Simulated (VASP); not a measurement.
Al3P2:

```xyz
5
Lattice="4.0510 0.0000 0.0000 0.0000 4.0510 0.0000 0.0000 0.0000 5.9848" Properties=species:S:1:pos:R:3 pbc="T T T"
Al    2.0255    0.0000    5.8791
Al    0.0000    2.0255    5.8791
Al    0.0000    0.0000    1.9864
P     0.0000    0.0000    4.4630
P     2.0255    2.0255    1.3627
```

The cell was built from a structure type or drawn by symmetry, and may not be a known phase.

```yaml
Program: VASP 6.6.1
Task: relaxation of cell and atoms
Functional: PBE
Potentials_or_basis: VASP PAW PBE potentials, release 64 (Al, P)
Cutoff: 600 eV
k_mesh: 10 × 10 × 6
Occupations: gaussian, width 0.1 eV
Spin: no spin polarisation
```

At the start: pressure 0.6 GPa; volume 19.64 Å³/atom.

Q: Where does the relaxation end?

A: Over 18 steps the energy falls by 25.6 meV/atom and the volume is 20.53 Å³/atom (+4.5 %); space group P4mm (No. 99, to 0.1 Å) before and after.

The path:
```csv
step,energy change (eV),largest force (eV/Å),pressure (GPa),volume (Å³)
1,0.0000,0.2428,0.58,98.21
2,-0.0278,0.2505,0.18,99.22
3,-0.0652,0.8853,-0.72,102.19
4,-0.0803,0.8628,-0.64,102.40
5,-0.0961,0.8230,-0.48,102.75
6,-0.0976,0.8069,-0.40,102.89
7,-0.1118,0.5656,-0.22,102.62
8,-0.1256,0.1123,0.27,102.01
9,-0.1256,0.1203,0.28,102.00
10,-0.1269,0.0921,0.11,102.25
11,-0.1274,0.0538,-0.14,102.61
12,-0.1274,0.0570,-0.12,102.58
13,-0.1277,0.0377,-0.04,102.48
14,-0.1278,0.0266,0.05,102.37
15,-0.1278,0.0222,0.04,102.43
16,-0.1279,0.0117,-0.01,102.61
17,-0.1279,0.0127,-0.02,102.65
18,-0.1279,0.0040,0.01,102.63
```

Final structure:
```
Al P
1.0
     4.25509    0.00000    0.00000
     0.00000    4.25509    0.00000
     0.00000    0.00000    5.66831
Al P
3 2
Direct
  0.50000 0.00000 0.98868
  0.00000 0.50000 0.98868
  0.00000 0.00000 0.32691
  0.00000 0.00000 0.75184
  0.50000 0.50000 0.21388
```
